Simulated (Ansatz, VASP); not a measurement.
# Two plane-wave programs on C

The input INCAR:

```
SYSTEM = C
ALGO = Normal ; EDIFF = 1E-6
ENCUT = 520 ; GGA = PE
ISIF = 2 ; ISMEAR = 0
IVDW = 12 ; LASPH = .True.
LCHARG = .False. ; LREAL = .False.
LWAVE = .False. ; NBANDS = 16
NELM = 80 ; PREC = Accurate
SIGMA = 0.15
```

KPOINTS

```
k-points
0
Gamma
  18 12 10
  0 0 0
```

Contents of POSCAR:

```
C
1.0
   -2.4646600698      0.0000000000      0.0000000000
    0.0000000000      0.0000000000     -3.5719696368
    0.0000000000     -4.2689164642      0.0000000000
C
4
Direct
    0.5000000000      0.0000000000      0.1722887022
    0.0000000000      0.0000000000      0.6722887022
    0.0000000000      0.0000000000      0.3277112978
    0.5000000000      0.0000000000      0.8277112978
```

Input for Ansatz:

```yaml
crystal:
  lattice:
    - [-2.4646600698, 0.0, 0.0]
    - [0.0, 0.0, -3.5719696368]
    - [0.0, -4.2689164642, 0.0]
  atoms:
    - { symbol: C, position: [0.5, 0.0, 0.1722887022] }
    - { symbol: C, position: [0.0, 0.0, 0.6722887022] }
    - { symbol: C, position: [0.0, 0.0, 0.3277112978] }
    - { symbol: C, position: [0.5, 0.0, 0.8277112978] }
basis:
  ecutwfc: 520.0
kpoints:
  mp_grid: { grid: [18, 12, 10] }
hamiltonian:
  xc: pbe
  pseudopotentials: { kind: paw, azcp: { folder: soft_1 } }
  dispersion: d3bj
scf:
  occupations: { method: gaussian, width: 0.15 }
output:
  forces: true
  stress: true
  eigenvalues: true
```

Change from the starting cell: mode 8 frozen in at +0.000 Å and mode 12 at -0.024 Å (largest displacements).

Alike in both runs: task single point; functional PBE; dispersion D3(BJ); k mesh 18 × 12 × 10; occupations gaussian, width 0.15 eV; no spin polarisation.

|  | VASP | Ansatz |
| --- | --- | --- |
| version | VASP 6.6.1 | Ansatz 0.2.0 |
| potentials or method | VASP PAW PBE potentials, release 64 (C), cutoff 520 eV | scalar-relativistic, plane waves, PAW |
| valence electrons in the cell | 16 | 16 |

|  | VASP | Ansatz | Ansatz less VASP |
| --- | --- | --- | --- |
| gap on the k mesh at the Fermi level (eV) | none | none | - |
| pressure (GPa) | 1.3 | 0.9 | -0.40 |
| traceless stress, the component that is largest in VASP (GPa) | 5.33 | 5.00 | -0.328 |
| rms of the force components (eV/Å) | 1.412 | 1.409 | -0.0022 |

Atom by atom the forces differ by 0.002 eV/Å (rms over components). A gap of «none» marks a metal or a gap that the smearing closes.
